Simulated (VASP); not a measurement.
Input of a VASP 6.6.1 run:

INCAR

```
SYSTEM = GeB4P
ALGO = Fast
EDIFF = 1E-7
EDIFFG = -0.01
ENCUT = 600
GGA = PE
IBRION = 2
ISIF = 3
ISMEAR = 0
LASPH = .TRUE.
LCHARG = .FALSE.
LREAL = .FALSE.
LWAVE = .FALSE.
NELM = 100
NSW = 100
PREC = Accurate
SIGMA = 0.1
```

File KPOINTS:

```
k-points
0
G
  12 12 6
  0 0 0
```

POSCAR

```
GeB4P
1.0
    3.1585411700      0.0000000000      0.0000000000
   -1.5792705800      2.7353768900      0.0000000000
    0.0000000000      0.0000000000      6.8643290300
Ge B P
1 4 1
Direct
    0.0000000000      0.0000000000      0.0000000000
    0.3333333300      0.6666666700      0.7444408500
    0.3333333300      0.6666666700      0.2555591500
    0.6666666700      0.3333333300      0.7444408500
    0.6666666700      0.3333333300      0.2555591500
    0.0000000000      0.0000000000      0.5000000000
```

Potentials or basis: VASP PAW PBE potentials, release 64 (Ge_d, B, P).

The run is started by

```sh
$ cat potpaw_PBE.64/Ge_d/POTCAR potpaw_PBE.64/B/POTCAR potpaw_PBE.64/P/POTCAR > POTCAR
$ mpirun -np 1 vasp_std > vasp.out
```

(1) What does it give for the relaxed cell?

(2) Estimate the relaxed volume.

(3) What does it give for the band gap on the k mesh?

(4) Predict the space group after relaxing (to 0.1 Å).

## Answers

(1) a = 3.020 Å, b = 3.020 Å, c = 7.657 Å, α = 90.00°, β = 90.00°, γ = 120.00°.

(2) 10.08 Å³/atom.

(3) zero (an odd number of electrons rules out a gap without spin polarisation).

(4) P6/mmm (No. 191).

Caveat: an odd number of electrons without spin polarisation forces a metal; a magnetic or distorted state may lie lower.
